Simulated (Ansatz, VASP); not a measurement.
## SrO: VASP beside Ansatz

INCAR

```
SYSTEM = SrO
PREC = Accurate
ENCUT = 520
EDIFF = 1E-6
ISMEAR = 0
SIGMA = 0.02
LREAL = .FALSE.
LASPH = .TRUE.
NELM = 60
ALGO = Normal
ISIF = 2
LWAVE = .FALSE.
LCHARG = .FALSE.
GGA = PE
NBANDS = 15
```

File KPOINTS:

```
Automatic mesh
0
G
  8 8 8
  0 0 0
```

POSCAR

```
SrO
1.0
   -0.0217919040      2.7248103360      2.7029670360
    2.6811751320      0.0000000000      2.6811751320
    2.6001750360      2.6220183360      0.0810000960
Sr O
1 1
Direct
    0.0000000000      0.0412740358      0.0000000000
    0.5000000000      0.4587259642      0.5000000000
```

Input for Ansatz:

```yaml
crystal:
  lattice:
    - [-0.021791904, 2.724810336, 2.702967036]
    - [2.681175132, 0.0, 2.681175132]
    - [2.600175036, 2.622018336, 0.081000096]
  atoms:
    - { symbol: Sr, position: [0.0, 0.0412740358, 0.0] }
    - { symbol: O, position: [0.5, 0.4587259642, 0.5] }
basis:
  ecutwfc: 420
kpoints:
  mp_grid: { grid: [8, 8, 8] }
hamiltonian:
  xc: pbe
scf:
  occupations: { method: gaussian, width: 0.02 }
output:
  forces: true
  stress: true
  eigenvalues: true
```

Alike in both runs: task single point; functional PBE; k mesh 8 × 8 × 8; occupations gaussian, width 0.02 eV; no spin polarisation.

|  | VASP | Ansatz |
| --- | --- | --- |
| version | VASP 6.6.1 | Ansatz 0.2.0 |
| potentials or method | VASP PAW PBE potentials, release 64 (Sr_sv, O), cutoff 520 eV | scalar-relativistic, plane waves, PAW |
| valence electrons in the cell | 16 | 16 |

VASP gave:

| Item | Value |
| --- | --- |
| gap on the k mesh at the Fermi level (eV) | 3.36 |
| least direct gap on the mesh (eV) | 3.36 |
| pressure (GPa) | -2.6 |
| traceless stress, the component that is largest in VASP (GPa) | -2.65 |
| rms of the force components (eV/Å) | 0.306 |

Q: Estimate Ansatz's values.

A: gap on the k mesh at the Fermi level (eV): 3.38; least direct gap on the mesh (eV): 3.38; pressure (GPa): -3.0; traceless stress, the component that is largest in VASP (GPa): -2.49; rms of the force components (eV/Å): 0.284.

Atom by atom the forces differ by 0.022 eV/Å (rms over components).
